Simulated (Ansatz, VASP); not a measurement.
**One calculation of Sb, two programs**

Contents of INCAR:

```
ALGO = Fast
EDIFF = 1E-7
EDIFFG = -0.01
ENCUT = 600
GGA = PE
IBRION = 2
ISIF = 3
ISMEAR = 0
LASPH = T
LCHARG = F
LREAL = F
LWAVE = F
NELM = 60
NSW = 100
PREC = Accurate
SIGMA = 0.1
```

The input KPOINTS:

```
k-points
0
Gamma
  24 24 24
```

File POSCAR:

```
Sb
1.0
   -1.6492775634      1.6492775634      2.5418994572
    1.6492775634     -1.6492775634      2.5418994572
    1.6492775634      1.6492775634     -2.5418994572
Sb
1
Direct
    0.0000000000      0.0000000000      0.0000000000
```

Input for Ansatz:

```yaml
crystal:
  lattice:
    - [-1.6492775634, 1.6492775634, 2.5418994572]
    - [1.6492775634, -1.6492775634, 2.5418994572]
    - [1.6492775634, 1.6492775634, -2.5418994572]
  atoms:
    - { symbol: Sb, position: [0.0, 0.0, 0.0] }
basis:
  ecutwfc: 420
kpoints:
  mp_grid: { grid: [24, 24, 24] }
hamiltonian:
  xc: pbe
scf:
  occupations: { method: gaussian, width: 0.1 }
output:
  forces: true
  stress: true
  eigenvalues: true
relax:
  adjacent_minimum: "off"
  f_tol: 0.01
  max_steps: 80
  cell: { stress_tol: 0.05 }
```

Alike in both runs: task relaxation of cell and atoms; functional PBE; k mesh 24 × 24 × 24; occupations gaussian, width 0.1 eV; no spin polarisation.

|  | VASP | Ansatz |
| --- | --- | --- |
| version | VASP 6.6.1 | Ansatz 0.2.0 |
| potentials or method | VASP PAW PBE potentials, release 64 (Sb), cutoff 600 eV | scalar-relativistic, plane waves, PAW |
| valence electrons in the cell | 5 | 15 |

Ansatz gave:

| Quantity | Value |
| --- | --- |
| gap on the k mesh at the Fermi level, each at its own relaxed structure (eV) | none |
| relaxed volume (Å³/atom) | 27.89 |
| relaxed length of the cell vector where the two differ most in proportion (Å) | 3.567 |

Task: Which values does VASP return?

Result: gap on the k mesh at the Fermi level, each at its own relaxed structure (eV): none; relaxed volume (Å³/atom): 27.85; relaxed length of the cell vector where the two differ most in proportion (Å): 3.563.

A gap of «none» marks a metal or a gap that the smearing closes. VASP's potentials hold 5 valence electrons a cell and Ansatz's 15, so a difference there can come from the potentials and not from the codes.

Spin-orbit coupling is off throughout.
